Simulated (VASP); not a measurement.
The system is Mg.

```
Mg
1.0
    -1.45435    1.47650    1.47650
     1.47650   -1.45435    1.47650
     1.47650    1.47650   -1.45435
Mg
1
Direct
  0.00000 0.00000 0.00000
```

This cell differs from its parent crystal: equal xy, yz and zx shear strains of +1.5 %.

Base run:

| Quantity | Value |
| --- | --- |
| Program | VASP 6.6.1 |
| Functional | PBE |
| Potentials or basis | VASP PAW PBE potentials, release 64 (Mg) |
| Cutoff | 520 eV |
| k mesh | 19 × 19 × 19 |
| Occupations | fermi-dirac, width 0.03 eV |
| Spin | no spin polarisation |

Its results: band gap on the k mesh zero (bands 1 and 2 overlap by 4.32 eV); pressure 63.5 GPa.

Task: The run is repeated on the same cell with these changes: functional from PBE to RPBE; dispersion from none to D3(BJ). What comes out?

Result: Band gap on the k mesh zero (bands 1 and 2 overlap by 4.28 eV); pressure 32.4 GPa.

Several settings changed at once.

Caveats: the cell stands under pressure; the dispersion term is far too large for a dense solid, which distorts pressure and volume (at least some runs); the PAW data sets were made with another functional, which shifts forces and pressure a little (at least some runs).
